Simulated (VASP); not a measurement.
# La (Im-3m) in VASP: settings compared, part 2 of 2

VASP 6.6.1. The steps go on from the part before.

### Step 3. Relaxation of cell and atoms, PBEsol, target pressure 20 GPa, at which the enthalpy is minimised

INCAR

```
ALGO = Normal
EDIFF = 1E-7
EDIFFG = -0.02
ENCUT = 600
GGA = PS
IBRION = 2
ISIF = 3
ISMEAR = -1
LASPH = T
LCHARG = F
LREAL = F
LWAVE = F
NELM = 60
NSW = 80
PREC = Accurate
PSTRESS = 200.0
SIGMA = 0.05
```

KPOINTS

```
k-points
0
Gamma
  9 9 9
```

POSCAR

```
La
1.0
   -2.1238310710      2.1238310710      2.1238310710
    2.1238310710     -2.1238310710      2.1238310710
    2.1238310710      2.1238310710     -2.1238310710
La
1
Direct
    0.0000000000      0.0000000000      0.0000000000
```

Potentials or basis: VASP PAW PBE potentials, release 64 (La).

Started as:

```
cat potpaw_PBE.64/La/POTCAR > POTCAR
mpirun -np 1 vasp_std > vasp.out
```

OUTCAR:

```text
EDIFF = 1E-7
   EDIFFG = -0.02
   ENCUT = 600
   GGA = PS
   IBRION = 2
   ISIF = 3
   ISMEAR = -1
   LASPH = T
   LREAL = F
   NELM = 60
   NSW = 80
   PREC = Accurate
   PSTRESS = 200.0

 ion  position               nearest neighbor table
   1  0.000  0.000  0.000-

  LATTYP: Found a body centered cubic cell.
 ALAT       =     4.2476621420

  Lattice vectors:

 A1 = (  -2.1238310710,   2.1238310710,   2.1238310710)
 A2 = (   2.1238310710,  -2.1238310710,   2.1238310710)
 A3 = (   2.1238310710,   2.1238310710,  -2.1238310710)

Analysis of symmetry for initial positions (statically):
=====================================================================
 Subroutine PRICEL returns:
 Original cell was already a primitive cell.

 Routine SETGRP: Setting up the symmetry group for a
 body centered cubic supercell.

 Subroutine GETGRP returns: Found 48 space group operations
 (whereof 48 operations were pure point group operations)
 out of a pool of 48 trial point group operations.

The static configuration has the point symmetry O_h .

Analysis of symmetry for dynamics (positions and initial velocities):
=====================================================================
 Subroutine PRICEL returns:
 Original cell was already a primitive cell.

 Routine SETGRP: Setting up the symmetry group for a
 body centered cubic supercell.

 Subroutine GETGRP returns: Found 48 space group operations
 (whereof 48 operations were pure point group operations)
 out of a pool of 48 trial point group operations.

The dynamic configuration has the point symmetry O_h .

 Subroutine INISYM returns: Found 48 space group operations
 (whereof 48 operations are pure point group operations),
 and found     1 'primitive' translations

----------------------------------------------------------------------------------------

                                     Primitive cell

  volume of cell :      38.3195

  direct lattice vectors                    reciprocal lattice vectors
[... 90 lines left out ...]
   NFREE  =      1    steps in history (QN), initial steepest desc. (CG)
   ISIF   =      3    stress and relaxation
   ISYM   =      2    0-nonsym 1-usesym 2-fastsym
   POTIM  = 0.5000    time-step for ionic-motion
   TEBEG  =    0.0;   TEEND  =   0.0 temperature during run
   PSTRESS=  200.0 pullay stress
   NELECT =      11.0000    total number of electrons
   NUPDOWN=      -1.0000    fix difference up-down
   EMIN   =  10.00;   EMAX   =-10.00  energy-range for DOS
   EFERMI =   0.00;   METHOD = LEGACY
   ISMEAR =    -1;   SIGMA  =   0.05  broadening in eV -4-tet -1-fermi 0-gaus
   EFERMI_NEDOS =   21; number of points for ismear=-14 and -15
   IALGO  =     38    algorithm
   IMIX   =      4    mixing-type and parameters
     AMIX     =   0.40;   BMIX     =  1.00
     AMIX_MAG =   1.60;   BMIX_MAG =  1.00
  volume/ion in A,a.u.               =      38.32       258.59
  Fermi-wavevector in a.u.,A,eV,Ry     =   1.079939  2.040788 15.868033  1.166268
  Thomas-Fermi vector in A             =   2.215917
   LORBIT       =      0    0 simple, 1 ext, 2 COOP (PROOUT), +10 PAW based schemes
   GGA     = PS    functional components
   LHFCALC =     F    Hartree Fock is set to
   AEXX    =    0.0000 exact exchange contribution
   IVDW    =     0    specifies the selected vdW correction
   LEPSILON=     F    determine dielectric tensor
   LRPA    =     F    only Hartree local field effects (RPA)
 conjugate gradient relaxation of ions
 non-spin polarized calculation
  energy-cutoff  :      600.00
  volume of cell :       38.32
 maximum number of plane-waves:      1298
 NGX is ok and might be reduce to    30
   NGX = 15   NGY = 15   NGZ = 15

--------------------------------------- Ionic step        1  -------------------------------------------

 number of electron      11.0000001 magnetization

 Free energy of the ion-electron system (eV)
  ---------------------------------------------------
  ext. energy  EPLUGINS =         0.00000000
  ---------------------------------------------------
  free energy    TOTEN  =        -5.19322152 eV

  energy without entropy =       -5.16608307  energy(sigma->0) =       -5.17965229

 E-fermi :   7.4345     XC(G=0):  -9.5567

 val. band max:        7.4076309497   @ k =  -0.2222   0.3333   0.1111
 cond. band min:       7.4363628230   @ k =   0.3333   0.2222   0.0000
 fundamental gap:      0.0287318733
 Fermi energy:         7.4345276200

 k-point     1 :       0.0000    0.0000    0.0000
  band No.  band energies     occupation
      1     -25.4739      2.00000
      2      -8.4548      2.00000
      3      -8.4548      2.00000
      4      -8.4548      2.00000
      5       4.1705      2.00000
      6       8.8762      0.00000
      7       8.8775      0.00000
      8       8.8993      0.00000
      9       8.9344      0.00000
[... 423 lines left out ...]
--------------------------------------- Ionic step        5  -------------------------------------------

 number of electron      11.0000000 magnetization

 Free energy of the ion-electron system (eV)
  ---------------------------------------------------
  ext. energy  EPLUGINS =         0.00000000
  ---------------------------------------------------
  free energy    TOTEN  =        -4.72921738 eV

  energy without entropy =       -4.71309744  energy(sigma->0) =       -4.72115741

 E-fermi :  12.8409     XC(G=0): -11.7154

 val. band max:       12.8356272222   @ k =   0.2222   0.1111   0.0000
 cond. band min:      12.9115309895   @ k =   0.1111   0.1111   0.1111
 fundamental gap:      0.0759037673
 Fermi energy:        12.8409283293

 k-point     1 :       0.0000    0.0000    0.0000
  band No.  band energies     occupation
      1     -19.8981      2.00000
      2      -0.9270      2.00000
      3      -0.9270      2.00000
      4      -0.9270      2.00000
      5      11.0946      2.00000
      6      14.8093      0.00000
      7      14.8093      0.00000
      8      14.8093      0.00000
      9      16.6835      0.00000
[... 308 lines left out ...]
  energy  without entropy=       -4.7130974414  energy(sigma->0) =       -4.72115741

  enthalpy is  TOTEN    =        -1.7913369710 eV   P V=        2.9378804105

 reached required accuracy - stopping structural energy minimisation
```

Run time: 99 s. Hardware: 1 thread of Intel Xeon Platinum 8375C at 2.90GHz (Ice Lake), shared host; peak memory 0.21 GiB.

What came out:

- Free energy: -4.7292 eV
- Relaxed volume: 23.54 Å³/atom
- Relaxed cell: a = 3.127 Å, b = 3.127 Å, c = 3.127 Å, α = 109.47°, β = 109.47°, γ = 109.47°
- Space group after relaxing (to 0.05 Å): Im-3m (No. 229)
- Energy change on relaxing (the enthalpy is what falls): +464.0 meV/atom
- Ionic steps: 5
- Pressure after relaxing: 20.0 GPa

The path:
```csv
step,energy change (eV),largest force (eV/Å),pressure (GPa),volume (Å³)
1,0.0000,0.0000,-2.54,38.32
2,3.0851,0.0000,121.11,15.52
3,0.3748,0.0000,16.90,24.31
4,0.4259,0.0000,18.69,23.85
5,0.4640,0.0000,20.00,23.54
```

Final structure:
```
La
1.0
    -1.80531    1.80531    1.80531
     1.80531   -1.80531    1.80531
     1.80531    1.80531   -1.80531
La
1
Direct
  0.00000 0.00000 0.00000
```

Levels at points of the mesh, in eV from the Fermi level:
| k point | band 3 | band 4 | band 5 | band 6 | band 7 | band 8 |
| --- | --- | --- | --- | --- | --- | --- |
| (0.00, 0.00, 0.00) | -13.77 | -13.77 | -1.75 | 1.97 | 1.97 | 1.97 |

Caveat: the cell is relaxed towards a set pressure, so the enthalpy falls and the energy may rise; the volume moved by over 15 % at a fixed basis, so the end points are rough; the PAW data sets were made with another functional, which shifts forces and pressure a little; spin-orbit coupling is left out, which moves the levels of the heavy elements.

### Step 4. Relaxation of cell and atoms, PBEsol, target pressure 30 GPa, at which the enthalpy is minimised

INCAR

```
SYSTEM = La
PREC = Accurate
ENCUT = 600
EDIFF = 1E-7
ISMEAR = -1
SIGMA = 0.05
LREAL = .False.
LASPH = .True.
NELM = 60
ALGO = Normal
ISIF = 3
LWAVE = .False.
LCHARG = .False.
GGA = PS
IBRION = 2
NSW = 80
EDIFFG = -0.02
PSTRESS = 300.0
```

KPOINTS

```
Automatic mesh
0
Gamma
  9 9 9
  0 0 0
```

POSCAR is that of step 3.

Started as:

```
cat potpaw_PBE.64/La/POTCAR > POTCAR
mpirun -np 1 vasp_std > vasp.out
```

Wall time 3 min (1 thread of Intel Xeon Platinum 8375C at 2.90GHz (Ice Lake), shared host); peak memory 0.23 GiB.

Results (log left out):

```
Free energy                                            : -4.3873 eV
Relaxed volume                                         : 21.31 Å³/atom
Relaxed cell                                           : a = 3.025 Å, b = 3.025 Å, c = 3.025 Å, α = 109.47°, β = 109.47°, γ = 109.47°
Space group after relaxing (to 0.05 Å)                 : Im-3m (No. 229)
Energy change on relaxing (the enthalpy is what falls) : +805.9 meV/atom
Ionic steps                                            : 9
Pressure after relaxing                                : 30.0 GPa
```

The path:
| step | energy change (eV) | largest force (eV/Å) | pressure (GPa) | volume (Å³) |
| --- | --- | --- | --- | --- |
| 1 | 0.0000 | 0.0000 | -2.54 | 38.32 |
| 2 | 15.6983 | 0.0000 | 700.86 | 9.33 |
| 3 | -0.0071 | 0.0000 | 2.95 | 31.59 |
| 4 | 0.1082 | 0.0000 | 7.61 | 27.94 |
| 5 | 1.0606 | 0.0000 | 37.35 | 20.11 |
| 6 | 0.7770 | 0.0000 | 29.13 | 21.47 |
| 7 | 0.8280 | 0.0000 | 30.77 | 21.20 |
| 8 | 0.7755 | 0.0000 | 29.05 | 21.48 |
| 9 | 0.8059 | 0.0000 | 30.04 | 21.31 |

Final structure:
```
La
1.0
    -1.74666    1.74666    1.74666
     1.74666   -1.74666    1.74666
     1.74666    1.74666   -1.74666
La
1
Direct
  0.00000 0.00000 0.00000
```

Levels at points of the mesh, in eV from the Fermi level:
```csv
k point,band 1,band 2,band 3,band 4,band 5,band 6,band 7,band 8,band 9
"(0.00, 0.00, 0.00)",-33.01,-13.24,-13.24,-13.24,-1.03,1.93,1.93,1.93,2.15
```

Caveat: the cell is relaxed towards a set pressure, so the enthalpy falls and the energy may rise; the volume moved by over 15 % at a fixed basis, so the end points are rough; the PAW data sets were made with another functional, which shifts forces and pressure a little; spin-orbit coupling is left out, which moves the levels of the heavy elements.

### Step 5. Single point, r2SCAN+D4

This run uses another cell than the first one, of 30.66 Å³/atom, 0.800 times its volume.

POSCAR

```
La
1.0
   -1.9715901167      1.9715901167      1.9715901167
    1.9715901167     -1.9715901167      1.9715901167
    1.9715901167      1.9715901167     -1.9715901167
La
1
Direct
    0.0000000000      0.0000000000      0.0000000000
```

INCAR.step1

```
PREC = Accurate ; ENCUT = 550
ISMEAR = 1 ; SIGMA = 0.15
LREAL = F ; LASPH = T
NELM = 200 ; NBANDS = 12
GGA = PE ; ALGO = Normal
EDIFF = 1E-5 ; LWAVE = T
LCHARG = F ; GGA_COMPAT = F
LMAXMIX = 6
```

INCAR.step2

```
PREC = Accurate ; ENCUT = 550
EDIFF = 1E-6 ; ISMEAR = 1
SIGMA = 0.15 ; LREAL = F
LASPH = T ; NELM = 200
ALGO = Normal ; ISIF = 2
LWAVE = F ; LCHARG = T
METAGGA = R2SCAN ; LMIXTAU = T
IVDW = 13 ; VDW_S6 = 1.0
VDW_S8 = 0.6018749 ; VDW_A1 = 0.51559235
VDW_A2 = 5.77342911 ; LELF = T
LVHAR = T ; NBANDS = 12
ISTART = 1 ; GGA_COMPAT = F
LMAXMIX = 6
```

KPOINTS

```
Automatic mesh
0
Gamma
  9 9 9
```

Started as:

```
cat potpaw_PBE.64/La/POTCAR > POTCAR
cp INCAR.step1 INCAR
mpirun -np 1 vasp_std > vasp.out
cp INCAR.step2 INCAR
mpirun -np 1 vasp_std > vasp.out
```

Wall time 57 s (1 thread of Intel Xeon Platinum 8375C at 2.90GHz (Ice Lake), shared host); peak memory 0.19 GiB.

The run converged. Its results:

- Free energy: -29.5816 eV
- Pressure: 7.0 GPa
- Dispersion energy per atom: -0.103 eV

Levels at points of the mesh, in eV from the Fermi level:
| k point | band 2 | band 3 | band 4 | band 5 | band 6 | band 7 | band 8 | band 9 | band 10 | band 11 |
| --- | --- | --- | --- | --- | --- | --- | --- | --- | --- | --- |
| (0.00, 0.00, 0.00) | -15.84 | -15.84 | -15.84 | -2.94 | 1.93 | 1.93 | 1.93 | 2.03 | 2.03 | 2.03 |

Caveat: the PAW data sets were made with another functional, which shifts forces and pressure a little; spin-orbit coupling is left out, which moves the levels of the heavy elements; pairwise dispersion overbinds metals, which lowers pressure and volume.

### Step 6. Overview

```csv
task,level,cell,cutoff (eV),smearing,gap on the mesh (eV),pressure (GPa)
relaxation of cell and atoms,PBEsol,"relaxed to 10 GPa from a = 3.679 Å, angles 109.5°, 1 atom",600,fermi-dirac 0.05 eV,none,10.0
relaxation of cell and atoms,PBEsol,"relaxed to 20 GPa from a = 3.679 Å, angles 109.5°, 1 atom",600,fermi-dirac 0.05 eV,none,20.0
relaxation of cell and atoms,PBEsol,"relaxed to 30 GPa from a = 3.679 Å, angles 109.5°, 1 atom",600,fermi-dirac 0.05 eV,none,30.0
single point,r2SCAN+D4,"a = 3.415 Å, angles 109.5°, 1 atom",550,methfessel-paxton 0.15 eV,none,7.0
```

Alike in all rows: potentials or basis VASP PAW PBE potentials, release 64 (La); no spin polarisation; k mesh 9 × 9 × 9.

Caveats: the PAW data sets were made with another functional, which shifts forces and pressure a little; spin-orbit coupling is left out, which moves the levels of the heavy elements; the cell is relaxed towards a set pressure, so the enthalpy falls and the energy may rise (some runs); the volume moved by over 15 % at a fixed basis, so the end points are rough (some runs); pairwise dispersion overbinds metals, which lowers pressure and volume (some runs).

Absolute energies hang on the potentials; compare differences alone.
